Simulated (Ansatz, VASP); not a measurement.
PbO in VASP and in Ansatz

File INCAR:

```
PREC     = Accurate       # precision mode
ENCUT    = 520            # plane-wave cutoff, eV
EDIFF    = 1E-6           # SCF threshold, eV
ISMEAR   = 0              # smearing method
SIGMA    = 0.05           # smearing width, eV
LREAL    = F              # projectors in reciprocal space
LASPH    = T              # aspherical terms in the spheres
NELM     = 60             # most SCF steps
ALGO     = Normal         # electronic algorithm
ISIF     = 2              # what is computed and relaxed
LWAVE    = F              # write WAVECAR
LCHARG   = F              # write CHGCAR
GGA      = PS             # functional
NBANDS   = 28             # bands
```

KPOINTS

```
Automatic mesh
0
Gamma
  8 8 6
```

POSCAR

```
PbO
1.0
    3.9147840000      0.0000000000      0.0000000000
    0.0000000000      3.9147840000      0.0000000000
    0.0000000000      0.0000000000      4.9466700000
Pb O
2 2
Direct
    0.0000000000      0.5000000000      0.2351000000
    0.5000000000      0.0000000000      0.7649000000
    0.0000000000      0.0000000000      0.0000000000
    0.5000000000      0.5000000000      0.0000000000
```

Input for Ansatz:

```yaml
crystal:
  lattice:
    - [3.914784, 0.0, 0.0]
    - [0.0, 3.914784, 0.0]
    - [0.0, 0.0, 4.94667]
  atoms:
    - { symbol: Pb, position: [0.0, 0.5, 0.2351] }
    - { symbol: Pb, position: [0.5, 0.0, 0.7649] }
    - { symbol: O, position: [0.0, 0.0, 0.0] }
    - { symbol: O, position: [0.5, 0.5, 0.0] }
basis:
  ecutwfc: 420
kpoints:
  mp_grid: { grid: [8, 8, 6] }
hamiltonian:
  xc: pbesol
scf:
  occupations: { method: gaussian, width: 0.05 }
output:
  forces: true
  stress: true
  eigenvalues: true
  write_density: true
  write_potential: true
  elf: true
  volumetric_format: npy
```

Change from the starting cell: strain -0.015 along x and y, -0.015 along z, atoms carried along.

Alike in both runs: task single point; functional PBEsol; k mesh 8 × 8 × 6; occupations gaussian, width 0.05 eV; no spin polarisation.

|  | VASP | Ansatz |
| --- | --- | --- |
| version | VASP 6.6.1 | Ansatz 0.2.0 |
| potentials or method | VASP PAW PBE potentials, release 64 (Pb_d, O), cutoff 520 eV | scalar-relativistic, plane waves, PAW |
| valence electrons in the cell | 40 | 40 |

```tsv
	VASP	Ansatz	Ansatz less VASP
gap on the k mesh at the Fermi level (eV)	1.10	1.10	-0.008
least direct gap on the mesh (eV)	2.29	2.31	+0.018
pressure (GPa)	5.4	5.3	-0.11
traceless stress, the component that is largest in VASP (GPa)	-0.64	-0.63	+0.012
rms of the force components (eV/Å)	0.340	0.319	-0.0211
```

VASP's potentials were made for PBE, not for PBEsol. Atom by atom the forces differ by 0.021 eV/Å (rms over components).

Neither program's run includes spin-orbit coupling.
